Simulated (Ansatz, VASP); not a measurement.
**Two plane-wave programs on ZnS**

Contents of INCAR:

```
SYSTEM = ZnS
ALGO = Normal
EDIFF = 1E-6
ENCUT = 520
GGA = PE
ISIF = 2
ISMEAR = 0
LASPH = .TRUE.
LCHARG = .TRUE.
LELF = .TRUE.
LREAL = .FALSE.
LVHAR = .TRUE.
LWAVE = .FALSE.
NBANDS = 46
NELM = 60
PREC = Accurate
SIGMA = 0.05
```

The input KPOINTS:

```
k-points
0
G
  12 12 2
  0 0 0
```

Contents of POSCAR:

```
ZnS
1.0
    3.8467234474      0.0000000000      0.0000000000
   -1.9233617237      3.3313602268      0.0000000000
    0.0000000000      0.0000000000     12.5902250312
Zn S
4 4
Direct
    0.0000000000      0.0000000000      0.0060073498
    0.0000000000      0.0000000000      0.5060073498
    0.3333333333      0.6666666667      0.2440793280
    0.6666666667      0.3333333333      0.7440793280
    0.0000000000      0.0000000000      0.1886732404
    0.0000000000      0.0000000000      0.6886732404
    0.3333333333      0.6666666667      0.4362278001
    0.6666666667      0.3333333333      0.9362278001
```

Input for Ansatz:

```yaml
crystal:
  lattice:
    - [3.8467234474, 0.0, 0.0]
    - [-1.9233617237, 3.3313602268, 0.0]
    - [0.0, 0.0, 12.5902250312]
  atoms:
    - { symbol: Zn, position: [0.0, 0.0, 0.0060073498] }
    - { symbol: Zn, position: [0.0, 0.0, 0.5060073498] }
    - { symbol: Zn, position: [0.3333333333, 0.6666666667, 0.244079328] }
    - { symbol: Zn, position: [0.6666666667, 0.3333333333, 0.744079328] }
    - { symbol: S, position: [0.0, 0.0, 0.1886732404] }
    - { symbol: S, position: [0.0, 0.0, 0.6886732404] }
    - { symbol: S, position: [0.3333333333, 0.6666666667, 0.4362278001] }
    - { symbol: S, position: [0.6666666667, 0.3333333333, 0.9362278001] }
basis:
  ecutwfc: 420
kpoints:
  mp_grid: { grid: [12, 12, 2] }
hamiltonian:
  xc: pbe
scf:
  occupations: { method: gaussian, width: 0.05 }
output:
  forces: true
  stress: true
  eigenvalues: true
```

Change from the starting cell: mode 12 (188.4 1/cm) frozen in, largest displacement +0.075 Å.

Alike in both runs: task single point; functional PBE; k mesh 12 × 12 × 2; occupations gaussian, width 0.05 eV; no spin polarisation.

|  | VASP | Ansatz |
| --- | --- | --- |
| version | VASP 6.6.1 | Ansatz 0.2.0 |
| potentials or method | VASP PAW PBE potentials, release 64 (Zn, S), cutoff 520 eV | scalar-relativistic, plane waves, PAW |
| valence electrons in the cell | 72 | 72 |

```csv
,VASP,Ansatz,Ansatz less VASP
gap on the k mesh at the Fermi level (eV),1.95,1.95,-0.002
least direct gap on the mesh (eV),1.95,1.95,-0.002
pressure (GPa),0.3,0.1,-0.14
"traceless stress, the component that is largest in VASP (GPa)",0.06,0.06,-0.002
rms of the force components (eV/Å),0.267,0.265,-0.0020
```

Atom by atom the forces differ by 0.002 eV/Å (rms over components). With one functional, cell and mesh, what is left measures potentials, basis and numerics.
